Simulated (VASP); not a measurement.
# Ti5W (P-6m2) in VASP: single point with PBE

Aim: the single point of Ti5W with PBE.

All numbers are computed with VASP 6.6.1; they aren't measurements. Logs are shortened: lines on timing, memory, paths and dates and some standing lists are left out, and cuts for length are marked.

## Step 1: The cell of the first run

It takes space group P-6m2 (No. 187, hexagonal). Conventional cell: a = 2.877 Å, b = 2.877 Å, c = 14.251 Å, α = 90.00°, β = 90.00°, γ = 120.00°. Ti (site symmetry 3m) has 9 Ti at 2.86 to 2.88 Å and 3 W at 2.92 Å within 3.8 Å. Within 3.8 Å of Ti (site symmetry -6m2) lie 12 Ti at 2.88 to 2.91 Å. Ti (site symmetry 3m) has 12 Ti at 2.86 to 2.91 Å within 3.8 Å. W (site symmetry -6m2) has 6 W at 2.88 Å and 6 Ti at 2.92 Å within 3.8 Å.

## Step 2: Single point, PBE

INCAR

```
SYSTEM = Ti5W
PREC     = Accurate       ! precision mode
ENCUT    = 520            ! plane-wave cutoff, eV
EDIFF    = 1E-6           ! SCF threshold, eV
ISMEAR   = 0              ! smearing method
SIGMA    = 0.1            ! smearing width, eV
LREAL    = .False.        ! projectors in reciprocal space
LASPH    = .True.         ! aspherical terms in the spheres
NELM     = 80             ! most SCF steps
ALGO     = Fast           ! electronic algorithm
ISIF     = 2              ! what is computed and relaxed
LWAVE    = .False.        ! write WAVECAR
LCHARG   = .True.         ! write CHGCAR
GGA      = PE             ! functional
LELF     = .True.         ! ELF
LVHAR    = .True.       
NBANDS   = 46             ! bands
```

KPOINTS

```
regular mesh
0
Gamma
  18 18 4
  0 0 0
```

POSCAR

```
Ti5W
1.0
    2.8766640903      0.0000000000      0.0000000000
   -1.4383320451      2.4912641803      0.0000000000
    0.0000000000      0.0000000000     14.2511857913
Ti W
5 1
Direct
    0.3333333333      0.6666666667      0.8311058119
    0.3333333333      0.6666666667      0.1688941881
    0.3333333333      0.6666666667      0.5000000000
    0.6666666667      0.3333333333      0.3322655977
    0.6666666667      0.3333333333      0.6677344023
    0.6666666667      0.3333333333      0.0000000000
```

Potentials or basis: VASP PAW PBE potentials, release 64 (Ti_sv, W_sv).

Command:

```sh
$ cat potpaw_PBE.64/Ti_sv/POTCAR potpaw_PBE.64/W_sv/POTCAR > POTCAR
$ mpirun -np 1 vasp_std > vasp.out
```

OUTCAR:

```text
SYSTEM = Ti5W
   PREC = Accurate
   ENCUT = 520
   EDIFF = 1E-6
   ISMEAR = 0
   LREAL = .False.
   LASPH = .True.
   NELM = 80
   ISIF = 2
   GGA = PE

 ion  position               nearest neighbor table
   1  0.333  0.667  0.831-   5 2.86   5 2.86   5 2.86   6 2.92   6 2.92   6 2.92
   2  0.333  0.667  0.169-   4 2.86   4 2.86   4 2.86   6 2.92   6 2.92   6 2.92
   3  0.333  0.667  0.500-   4 2.91   5 2.91   4 2.91   5 2.91   4 2.91   5 2.91
   4  0.667  0.333  0.332-   2 2.86   2 2.86   2 2.86   3 2.91   3 2.91   3 2.91
   5  0.667  0.333  0.668-   1 2.86   1 2.86   1 2.86   3 2.91   3 2.91   3 2.91
   6  0.667  0.333  0.000-   1 2.92   2 2.92   1 2.92   2 2.92   1 2.92   2 2.92

  LATTYP: Found a hexagonal cell.
 ALAT       =     2.8766640903
 C/A-ratio  =     4.9540667050

  Lattice vectors:

 A1 = (   2.8766640903,   0.0000000000,   0.0000000000)
 A2 = (  -1.4383320451,   2.4912641803,   0.0000000000)
 A3 = (   0.0000000000,   0.0000000000,  14.2511857913)

Analysis of symmetry for initial positions (statically):
=====================================================================
 Subroutine PRICEL returns:
 Original cell was already a primitive cell.

 Routine SETGRP: Setting up the symmetry group for a
 hexagonal supercell.

 Subroutine GETGRP returns: Found 12 space group operations
 (whereof 12 operations were pure point group operations)
 out of a pool of 24 trial point group operations.

The static configuration has the point symmetry D_3h.

Analysis of symmetry for dynamics (positions and initial velocities):
=====================================================================
 Subroutine PRICEL returns:
 Original cell was already a primitive cell.

 Routine SETGRP: Setting up the symmetry group for a
 hexagonal supercell.

 Subroutine GETGRP returns: Found 12 space group operations
 (whereof 12 operations were pure point group operations)
 out of a pool of 24 trial point group operations.

The dynamic configuration has the point symmetry D_3h.

 Subroutine INISYM returns: Found 12 space group operations
 (whereof 12 operations are pure point group operations),
 and found     1 'primitive' translations

----------------------------------------------------------------------------------------

                                     Primitive cell

  volume of cell :     102.1316

  direct lattice vectors                    reciprocal lattice vectors
     2.876664090  0.000000000  0.000000000     0.347624877  0.200701316  0.000000000
    -1.438332045  2.491264180  0.000000000     0.000000000  0.401402632  0.000000000
     0.000000000  0.000000000 14.251185791     0.000000000  0.000000000  0.070169600

  length of vectors
     2.876664090  2.876664090 14.251185791     0.401402632  0.401402632  0.070169600

  position of ions in fractional coordinates (direct lattice)
     0.333333333  0.666666667  0.831105812
     0.333333333  0.666666667  0.168894188
     0.333333333  0.666666667  0.500000000
     0.666666667  0.333333333  0.332265598
     0.666666667  0.333333333  0.667734402
     0.666666667  0.333333333  0.000000000

  ion indices of the primitive-cell ions
   primitive index   ion index
                 1           1
                 2           2
                 3           3
                 4           4
                 5           5
                 6           6

----------------------------------------------------------------------------------------

 KPOINTS: regular mesh

Automatic generation of k-mesh.
 Grid dimensions read from file:
 generate k-points for:   18   18    4

 Generating k-lattice:

  Cartesian coordinates                     Fractional coordinates (reciprocal lattice)
     0.019312493  0.011150073  0.000000000     0.055555556  0.000000000  0.000000000
     0.000000000  0.022300146  0.000000000     0.000000000  0.055555556  0.000000000
     0.000000000  0.000000000  0.017542400     0.000000000  0.000000000  0.250000000

  Length of vectors
     0.022300146  0.022300146  0.017542400

  Shift w.r.t. Gamma in fractional coordinates (k-lattice)
     0.000000000  0.000000000  0.000000000

 Subroutine IBZKPT returns following result:
 ===========================================

 Found    111 irreducible k-points:

 Following reciprocal coordinates:
            Coordinates               Weight
  0.000000  0.000000  0.000000      1.000000
  0.055556  0.000000  0.000000      6.000000
  0.111111  0.000000  0.000000      6.000000
  0.166667 -0.000000  0.000000      6.000000
  0.222222  0.000000  0.000000      6.000000
  0.277778  0.000000  0.000000      6.000000
[... 16 lines left out ...]
  0.333333  0.111111  0.000000     12.000000
  0.388889  0.111111  0.000000     12.000000
 [... further k-points ...]
   k-points           NKPTS =    111   k-points in BZ     NKDIM =    111   number of bands    NBANDS=     46
   number of dos      NEDOS =    301   number of ions     NIONS =      6
   total plane-waves  NPLWV =  62208
   dimension x,y,z NGX =    24 NGY =   24 NGZ =  108
   dimension x,y,z NGXF=    48 NGYF=   48 NGZF=  216
   ions per type =               5   1
   NGX,Y,Z   is equivalent  to a cutoff of  13.87, 13.87, 12.60 a.u.
   NGXF,Y,Z  is equivalent  to a cutoff of  27.74, 27.74, 25.20 a.u.
 SYSTEM =  Ti5W
   PREC   = accura    normal or accurate (medium, high low for compatibility)
   ISTART =      0    job   : 0-new  1-cont  2-samecut
   ICHARG =      2    charge: 1-file 2-atom 10-const
   ISPIN  =      1    spin polarized calculation?
   LNONCOLLINEAR =      F non collinear calculations
   LSORBIT =      F    spin-orbit coupling
   LASPH  =      T    aspherical Exc in radial PAW
   ENCUT  =  520.0 eV  38.22 Ry    6.18 a.u.   5.35  5.35 26.50*2*pi/ulx,y,z
   NELM   =     80;   NELMIN=  2; NELMDL= -5     # of ELM steps
   EDIFF  = 0.1E-05   stopping-criterion for ELM
   LREAL  =      F    real-space projection
   EDIFFG = 0.1E-04   stopping-criterion for IOM
   NSW    =      0    number of steps for IOM
   IBRION =     -1    ionic relax: 0-MD 1-quasi-New 2-CG
   NFREE  =      0    steps in history (QN), initial steepest desc. (CG)
   ISIF   =      2    stress and relaxation
   ISYM   =      2    0-nonsym 1-usesym 2-fastsym
   POTIM  = 0.5000    time-step for ionic-motion
   TEBEG  =    0.0;   TEEND  =   0.0 temperature during run
   PSTRESS=    0.0 pullay stress
   NELECT =      74.0000    total number of electrons
   NUPDOWN=      -1.0000    fix difference up-down
   EMIN   =  10.00;   EMAX   =-10.00  energy-range for DOS
   EFERMI =   0.00;   METHOD = LEGACY
   ISMEAR =     0;   SIGMA  =   0.10  broadening in eV -4-tet -1-fermi 0-gaus
   EFERMI_NEDOS =   21; number of points for ismear=-14 and -15
   IALGO  =     68    algorithm
   IMIX   =      4    mixing-type and parameters
     AMIX     =   0.40;   BMIX     =  1.00
     AMIX_MAG =   1.60;   BMIX_MAG =  1.00
  volume/ion in A,a.u.               =      17.02       114.87
  Fermi-wavevector in a.u.,A,eV,Ry     =   1.470388  2.778631 29.416371  2.162042
  Thomas-Fermi vector in A             =   2.585651
   LORBIT       =      0    0 simple, 1 ext, 2 COOP (PROOUT), +10 PAW based schemes
   GGA     = PE    functional components
   LHFCALC =     F    Hartree Fock is set to
   AEXX    =    0.0000 exact exchange contribution
   IVDW    =     0    specifies the selected vdW correction
   LEPSILON=     F    determine dielectric tensor
   LRPA    =     F    only Hartree local field effects (RPA)
 non-spin polarized calculation
 RMM-DIIS sequential band-by-band and
 Gauss-broadening in eV      SIGMA  =   0.10
  energy-cutoff  :      520.00
  volume of cell :      102.13
 maximum number of plane-waves:      2812
 NGX is ok and might be reduce to    24
   NGX = 11   NGY = 11   NGZ = 53

 number of electron      74.0000003 magnetization

 Free energy of the ion-electron system (eV)
  ---------------------------------------------------
  ext. energy  EPLUGINS =         0.00000000
  ---------------------------------------------------
  free energy    TOTEN  =       -51.48565037 eV

  energy without entropy =      -51.44664296  energy(sigma->0) =      -51.46614667

 E-fermi :   8.7961     XC(G=0): -11.8690

 val. band max:        8.7898937580   @ k =   0.4444   0.1111   0.5000
 cond. band min:       8.8013635302   @ k =   0.0556   0.0556   0.0000
 fundamental gap:      0.0114697722
 Fermi energy:         8.7960724350

 k-point     1 :       0.0000    0.0000    0.0000
  band No.  band energies     occupation
      1     -65.0073      2.00000
      2     -47.9984      2.00000
      3     -47.9951      2.00000
      4     -47.9413      2.00000
      5     -47.8876      2.00000
      6     -47.8592      2.00000
[... 38 lines left out ...]
     45       9.7604      0.00000
     46       9.7604      0.00000

 k-point     2 :       0.0556    0.0000    0.0000
  band No.  band energies     occupation
      1     -65.0054      2.00000
      2     -47.9952      2.00000
      3     -47.9920      2.00000
      4     -47.9383      2.00000
      5     -47.8853      2.00000
      6     -47.8571      2.00000
[... 38 lines left out ...]
     45       9.7698      0.00000
     46       9.8862      0.00000

 k-point     3 :       0.1111    0.0000    0.0000
  band No.  band energies     occupation
      1     -65.0000      2.00000
      2     -47.9860      2.00000
      3     -47.9832      2.00000
      4     -47.9298      2.00000
      5     -47.8784      2.00000
      6     -47.8514      2.00000
[... 38 lines left out ...]
     45       9.9092      0.00000
     46       9.9343      0.00000

 k-point     4 :       0.1667   -0.0000    0.0000
  band No.  band energies     occupation
      1     -64.9917      2.00000
      2     -47.9717      2.00000
      3     -47.9695      2.00000
      4     -47.9165      2.00000
      5     -47.8678      2.00000
      6     -47.8426      2.00000
[... 920 lines left out ...]
     45      10.0296      0.00000
     46      10.9980      0.00000

 k-point    23 :       0.3333    0.1111    0.0000
  band No.  band energies     occupation
      1     -64.9499      2.00000
      2     -47.8994      2.00000
      3     -47.8992      2.00000
      4     -47.8437      2.00000
      5     -47.8153      2.00000
      6     -47.8042      2.00000
[... 38 lines left out ...]
     45      10.1181      0.00000
     46      11.1513      0.00000

 k-point    24 :       0.3889    0.1111    0.0000
  band No.  band energies     occupation
      1     -64.9448      2.00000
      2     -47.8905      2.00000
      3     -47.8904      2.00000
      4     -47.8330      2.00000
      5     -47.8089      2.00000
      6     -47.8011      2.00000
[... 38 lines left out ...]
     45      10.2601      0.00000
     46      11.2666      0.00000

 [... further k-points ...]
[... 5 lines left out ...]
  --------------------------------------------------------------------------------------
  -------------------------------------------------------------------------------------
  Total       -0.1431554     -0.1431554     -0.1459366     -0.0000000      0.0000000      0.0000000
  in kB       -2.2457349     -2.2457349     -2.2893642     -0.0000000      0.0000000      0.0000000
  external PRESSURE =      -2.2602780 kB  Pullay stress =       0.0000000 kB

 VOLUME and BASIS-vectors are now :
 -----------------------------------------------------------------------------
  energy-cutoff  :      520.00
  volume of cell :      102.13
      direct lattice vectors                 reciprocal lattice vectors
     2.876664090  0.000000000  0.000000000     0.347624877  0.200701316  0.000000000
    -1.438332045  2.491264180  0.000000000     0.000000000  0.401402632  0.000000000
     0.000000000  0.000000000 14.251185791     0.000000000  0.000000000  0.070169600

 POSITION                                       TOTAL-FORCE (eV/Angst)
 -----------------------------------------------------------------------------------
     -0.00000      1.66084     11.84424         0.000000     -0.000000     -0.009328
     -0.00000      1.66084      2.40694         0.000000     -0.000000      0.009328
     -0.00000      1.66084      7.12559         0.000000      0.000000      0.000000
      1.43833      0.83042      4.73518        -0.000000      0.000000     -0.001075
      1.43833      0.83042      9.51601         0.000000      0.000000      0.001075
      1.43833      0.83042      0.00000        -0.000000      0.000000      0.000000
 -----------------------------------------------------------------------------------
    total drift:                                0.000000     -0.000000      0.000000

  FREE ENERGIE OF THE ION-ELECTRON SYSTEM (eV)
  ---------------------------------------------------
  free  energy   TOTEN  =       -51.4856503727 eV

  energy  without entropy=      -51.4466429590  energy(sigma->0) =      -51.46614667
```

Wall time 22 min (1 thread of AMD EPYC 9R45 (Zen 5), shared host); peak memory 0.51 GiB.

Results:

```
Free energy            : -51.4857 eV
Pressure               : -0.2 GPa
Largest force          : 0.009 eV/Å
Band gap on the k mesh : zero (band 37 reaches 9.30 eV, above the bottom of band 38 at 8.41 eV)
```

Forces in eV/Å, atoms in the order of the input:
```
Ti   0.000  0.000 -0.009
Ti   0.000  0.000  0.009
Ti   0.000  0.000  0.000
Ti   0.000  0.000 -0.001
Ti   0.000  0.000  0.001
W    0.000  0.000  0.000
```

Caveat: spin-orbit coupling is left out, which moves the levels of the heavy elements.
